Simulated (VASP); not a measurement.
# Cu3Rh (I4/mmm) in VASP: single point with LDA

Aim: the single point of Cu3Rh with LDA.

Program: VASP 6.6.1. These are calculated values, not measurements. Logs are shortened: lines on timing, memory, paths and dates and some standing lists are left out, and cuts for length are marked.

## 1. The cell of the first run

Symmetry: I4/mmm, No. 139, tetragonal system. The conventional cell has a = 3.675 Å, b = 3.675 Å, c = 7.201 Å, α = 90.00°, β = 90.00°, γ = 90.00°. Cu (site symmetry -4m2) has 8 Cu at 2.57 to 2.60 Å and 4 Rh at 2.57 Å within 3.4 Å. Within 3.4 Å of Cu (site symmetry 4/mmm) lie 8 Cu at 2.57 Å and 4 Rh at 2.60 Å. Rh (site symmetry 4/mmm) has 12 Cu at 2.57 to 2.60 Å within 3.4 Å.

## 2. Single point, LDA

The input, INCAR:

```
SYSTEM = Cu3Rh
  ALGO = Normal
  EDIFF = 1E-6
  ENCUT = 520
  ISIF = 2
  ISMEAR = 1
  LASPH = .TRUE.
  LCHARG = .FALSE.
  LREAL = .FALSE.
  LWAVE = .FALSE.
  NBANDS = 32
  NELM = 100
  PREC = Accurate
  SIGMA = 0.05
```

The input, KPOINTS:

```
k-points
0
G
  9 9 9
  0 0 0
```

The input, POSCAR:

```
Cu3Rh
1.0
   -1.8373872000      1.8373872000      3.6006280000
    1.8373872000     -1.8373872000      3.6006280000
    1.8373872000      1.8373872000     -3.6006280000
Cu Rh
3 1
Direct
    0.7500000000      0.2500000000      0.5000000000
    0.2500000000      0.7500000000      0.5000000000
    0.5000000000      0.5000000000      0.0000000000
    0.0000000000      0.0000000000      0.0000000000
```

Potentials or basis: VASP PAW LDA potentials, release 64 (Cu, Rh_pv).

The run is started by

```
> cat potpaw_LDA.64/Cu/POTCAR potpaw_LDA.64/Rh_pv/POTCAR > POTCAR
> mpirun -np 1 vasp_std > vasp.out
```

OUTCAR:

```text
SYSTEM = Cu3Rh
   EDIFF = 1E-6
   ENCUT = 520
   ISIF = 2
   ISMEAR = 1
   LASPH = .TRUE.
   LREAL = .FALSE.
   NELM = 100
   PREC = Accurate

 ion  position               nearest neighbor table
   1  0.750  0.250  0.500-   3 2.57   4 2.57   3 2.57   4 2.57   3 2.57   4 2.57   3 2.57   4 2.57
                             2 2.60   2 2.60   2 2.60   2 2.60
   2  0.250  0.750  0.500-   4 2.57   3 2.57   3 2.57   4 2.57   3 2.57   4 2.57   4 2.57   3 2.57
                             1 2.60   1 2.60   1 2.60   1 2.60
   3  0.500  0.500  0.000-   2 2.57   1 2.57   1 2.57   2 2.57   1 2.57   2 2.57   2 2.57   1 2.57
                             4 2.60   4 2.60   4 2.60   4 2.60
   4  0.000  0.000  0.000-   1 2.57   2 2.57   1 2.57   2 2.57   1 2.57   2 2.57   1 2.57   2 2.57
                             3 2.60   3 2.60   3 2.60   3 2.60

  LATTYP: Found a body centered tetragonal cell.
 ALAT       =     3.6747744000
 C/A-ratio  =     1.9596457404

  Lattice vectors:

 A1 = (  -1.8373872000,   1.8373872000,   3.6006280000)
 A2 = (   1.8373872000,  -1.8373872000,   3.6006280000)
 A3 = (   1.8373872000,   1.8373872000,  -3.6006280000)

Analysis of symmetry for initial positions (statically):
=====================================================================
 Subroutine PRICEL returns:
 Original cell was already a primitive cell.

 Routine SETGRP: Setting up the symmetry group for a
 body centered tetragonal supercell.

 Subroutine GETGRP returns: Found 16 space group operations
 (whereof 16 operations were pure point group operations)
 out of a pool of 16 trial point group operations.

The static configuration has the point symmetry D_4h.

Analysis of symmetry for dynamics (positions and initial velocities):
=====================================================================
 Subroutine PRICEL returns:
 Original cell was already a primitive cell.

 Routine SETGRP: Setting up the symmetry group for a
 body centered tetragonal supercell.

 Subroutine GETGRP returns: Found 16 space group operations
 (whereof 16 operations were pure point group operations)
 out of a pool of 16 trial point group operations.

The dynamic configuration has the point symmetry D_4h.

 Subroutine INISYM returns: Found 16 space group operations
 (whereof 16 operations are pure point group operations),
 and found     1 'primitive' translations

----------------------------------------------------------------------------------------

                                     Primitive cell

  volume of cell :      48.6228

[... 95 lines left out ...]
   NSW    =      0    number of steps for IOM
   IBRION =     -1    ionic relax: 0-MD 1-quasi-New 2-CG
   NFREE  =      0    steps in history (QN), initial steepest desc. (CG)
   ISIF   =      2    stress and relaxation
   ISYM   =      2    0-nonsym 1-usesym 2-fastsym
   POTIM  = 0.5000    time-step for ionic-motion
   TEBEG  =    0.0;   TEEND  =   0.0 temperature during run
   PSTRESS=    0.0 pullay stress
   NELECT =      48.0000    total number of electrons
   NUPDOWN=      -1.0000    fix difference up-down
   EMIN   =  10.00;   EMAX   =-10.00  energy-range for DOS
   EFERMI =   0.00;   METHOD = LEGACY
   ISMEAR =     1;   SIGMA  =   0.05  broadening in eV -4-tet -1-fermi 0-gaus
   EFERMI_NEDOS =   21; number of points for ismear=-14 and -15
   IALGO  =     38    algorithm
   IMIX   =      4    mixing-type and parameters
     AMIX     =   0.40;   BMIX     =  1.00
     AMIX_MAG =   1.60;   BMIX_MAG =  1.00
  volume/ion in A,a.u.               =      12.16        82.03
  Fermi-wavevector in a.u.,A,eV,Ry     =   1.630079  3.080403 36.152832  2.657158
  Thomas-Fermi vector in A             =   2.722440
   LORBIT       =      0    0 simple, 1 ext, 2 COOP (PROOUT), +10 PAW based schemes
   GGA     = CA    functional components
   LHFCALC =     F    Hartree Fock is set to
   AEXX    =    0.0000 exact exchange contribution
   IVDW    =     0    specifies the selected vdW correction
   LEPSILON=     F    determine dielectric tensor
   LRPA    =     F    only Hartree local field effects (RPA)
 non-spin polarized calculation
 Methfessel and Paxton  Order N= 1 SIGMA  =   0.05
  energy-cutoff  :      520.00
  volume of cell :       48.62
 maximum number of plane-waves:      1326
 NGX is ok and might be reduce to    36
   NGX = 17   NGY = 17   NGZ = 17

 number of electron      47.9999983 magnetization

 Free energy of the ion-electron system (eV)
  ---------------------------------------------------
  ext. energy  EPLUGINS =         0.00000000
  ---------------------------------------------------
  free energy    TOTEN  =       -22.50611182 eV

  energy without entropy =      -22.50626676  energy(sigma->0) =      -22.50616346

 E-fermi :   8.3749     XC(G=0): -13.5090

 val. band max:        8.3703688187   @ k =  -0.3333  -0.4444   0.3333
 cond. band min:       8.4037176496   @ k =   0.4444   0.2222  -0.0000
 fundamental gap:      0.0333488309
 Fermi energy:         8.3748530289

 k-point     1 :       0.0000    0.0000    0.0000
  band No.  band energies     occupation
      1     -37.2090      2.00000
      2     -37.2090      2.00000
      3     -37.0362      2.00000
      4      -0.4063      2.00000
      5       3.4283      2.00000
      6       3.8861      2.00000
[... 829 lines left out ...]
     31      18.9378      0.00000
     32      21.0281      0.00000

 [... further k-points ...]

------------------------ aborting loop because EDIFF is reached ----------------------------------------

  FORCE on cell =-STRESS in cart. coord.  units (eV):
  Direction    XX          YY          ZZ          XY          YZ          ZX
  --------------------------------------------------------------------------------------
  -------------------------------------------------------------------------------------
  Total       -2.4222363     -2.4222363     -2.4312915      0.0000000      0.0000000      0.0000000
  in kB      -79.8155438    -79.8155438    -80.1139217      0.0000000      0.0000000      0.0000000
  external PRESSURE =     -79.9150031 kB  Pullay stress =       0.0000000 kB

 VOLUME and BASIS-vectors are now :
 -----------------------------------------------------------------------------
  energy-cutoff  :      520.00
  volume of cell :       48.62
      direct lattice vectors                 reciprocal lattice vectors
    -1.837387200  1.837387200  3.600628000     0.000000000  0.272125549  0.138864665
     1.837387200 -1.837387200  3.600628000     0.272125549  0.000000000  0.138864665
     1.837387200  1.837387200 -3.600628000     0.272125549  0.272125549  0.000000000

 POSITION                                       TOTAL-FORCE (eV/Angst)
 -----------------------------------------------------------------------------------
      0.00000      1.83739      1.80031        -0.000000     -0.000000      0.000000
      1.83739      0.00000      1.80031         0.000000      0.000000     -0.000000
      0.00000      0.00000      3.60063         0.000000     -0.000000     -0.000000
      0.00000      0.00000      0.00000         0.000000     -0.000000     -0.000000
 -----------------------------------------------------------------------------------
    total drift:                               -0.000000      0.000000      0.000000

  FREE ENERGIE OF THE ION-ELECTRON SYSTEM (eV)
  ---------------------------------------------------
  free  energy   TOTEN  =       -22.5061118180 eV

  energy  without entropy=      -22.5062667566  energy(sigma->0) =      -22.50616346
```

OSZICAR:

```text
N       E                     dE             d eps       ncg     rms          rms(c)
DAV:   1     0.429995896940E+03    0.43000E+03   -0.23021E+04  5464   0.253E+03
DAV:   2     0.111803550968E+02   -0.41882E+03   -0.39766E+03  4832   0.472E+02
DAV:   3    -0.257341196573E+02   -0.36914E+02   -0.33175E+02  5568   0.171E+02
DAV:   4    -0.267155546920E+02   -0.98144E+00   -0.97735E+00  7240   0.332E+01
DAV:   5    -0.267323014859E+02   -0.16747E-01   -0.16745E-01  7136   0.363E+00    0.202E+01
DAV:   6    -0.296779361156E+02   -0.29456E+01   -0.47367E+01  5752   0.203E+02    0.186E+01
DAV:   7    -0.227312373798E+02    0.69467E+01   -0.13370E+01  6072   0.934E+01    0.308E+00
DAV:   8    -0.225298070543E+02    0.20143E+00   -0.12319E+00  6632   0.178E+01    0.150E+00
DAV:   9    -0.225340085796E+02   -0.42015E-02   -0.19111E-01  5984   0.190E+01    0.155E+00
DAV:  10    -0.225133054140E+02    0.20703E-01   -0.43595E-02  6000   0.114E+01    0.791E-01
DAV:  11    -0.225060257974E+02    0.72796E-02   -0.18586E-02  7504   0.336E+00    0.832E-02
DAV:  12    -0.225061551976E+02   -0.12940E-03   -0.22932E-03  7688   0.666E-01    0.635E-02
DAV:  13    -0.225061121524E+02    0.43045E-04   -0.17680E-04  7208   0.288E-01    0.113E-02
DAV:  14    -0.225061126870E+02   -0.53461E-06   -0.16707E-05  6888   0.661E-02    0.113E-02
DAV:  15    -0.225061118180E+02    0.86900E-06   -0.29146E-06  4312   0.548E-02
   1 F= -.22506112E+02 E0= -.22506163E+02  d E =0.154939E-03
```

Wall time 4.1 min (1 thread of AMD EPYC 7R13 (Zen 3), shared host); peak memory 0.21 GiB.

Results:

- Free energy: -22.5061 eV
- Pressure: -8.0 GPa
- Band gap on the k mesh: zero (band 24 reaches 8.59 eV, above the bottom of band 25 at 8.28 eV)
